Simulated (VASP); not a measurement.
Input of a VASP 6.6.1 run:

The input INCAR:

```
SYSTEM = Co
PREC = Accurate ; ENCUT = 520
EDIFF = 1E-7 ; ISMEAR = -1
SIGMA = 0.05 ; LREAL = .FALSE.
LASPH = .TRUE. ; NELM = 150
ALGO = Normal ; ISIF = 2
LWAVE = .FALSE. ; LCHARG = .FALSE.
ISPIN = 2 ; MAGMOM = 2 2 2 2
LORBIT = 11 ; LMAXMIX = 4
GGA = VW ; NBANDS = 30
```

Contents of KPOINTS:

```
Automatic mesh
0
G
  12 12 4
  0 0 0
```

Contents of POSCAR:

```
Co
1.0
    2.4869235940      0.0000000000      0.0000000000
   -1.2434617971      2.1537390097      0.0000000000
    0.0000000000      0.0000000000      8.1417998233
Co
4
Direct
    0.6666666667      0.3333333333      0.7500000000
    0.0000000000      0.0000000000      0.5000000000
    0.3333333333      0.6666666667      0.2500000000
    0.0000000000      0.0000000000      0.0000000000
```

Potentials or basis: VASP PAW PBE potentials, release 64 (Co).

Run with:

```console
$ cat potpaw_PBE.64/Co/POTCAR > POTCAR
$ mpirun -np 1 vasp_std > vasp.out
```

(1) Estimate the net moment.

(2) Predict the band gap on the k mesh.

(3) What does it give for the site moments?

## Answers

(1) 5.98 μB per cell.

(2) zero (filled and empty bands overlap).

(3) Co +1.50, +1.49 μB.
